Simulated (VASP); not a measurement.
Input of a VASP 6.6.1 run:

File INCAR:

```
ALGO = Normal
EDIFF = 1E-6
ENCUT = 520
GGA = PS
ISIF = 2
ISMEAR = 0
LASPH = True
LCHARG = False
LREAL = False
LWAVE = False
NBANDS = 18
NELM = 80
PREC = Accurate
SIGMA = 0.15
```

File KPOINTS:

```
k-points
0
Gamma
  12 12 10
```

Contents of POSCAR:

```
PtSe2
1.0
    3.7607249071      0.0000000000      0.0000000000
   -1.8803624535      3.2568833062      0.0000000000
    0.0000000000      0.0000000000      5.0092096194
Pt Se
1 2
Direct
    0.0000000000      0.0000000000      0.0000000000
    0.3333333333      0.6666666667      0.2606754608
    0.6666666667      0.3333333333      0.7393245392
```

Potentials or basis: VASP PAW PBE potentials, release 64 (Pt, Se).

The run is started by

```console
$ cat potpaw_PBE.64/Pt/POTCAR potpaw_PBE.64/Se/POTCAR > POTCAR
$ mpirun -np 1 vasp_std > vasp.out
```

Question: Estimate the band gap on the k mesh.

Answer: Zero (bands 11 and 12 overlap by 0.69 eV).

Question: Estimate the pressure.

Answer: -2.8 GPa.

Question: What does it give for the largest force?

Answer: 0.348 eV/Å.

Forces in eV/Å, atoms in the order of the input:
```
Pt   0.000  0.000  0.000
Se   0.000  0.000 -0.348
Se   0.000  0.000  0.348
```

Caveat: the cell differs from its parent crystal (strain +0.0300 x Voigt [0, 0, 1, 0, 0, 0]); the PAW data sets were made with another functional, which shifts forces and pressure a little; spin-orbit coupling is left out, which moves the levels of the heavy elements.
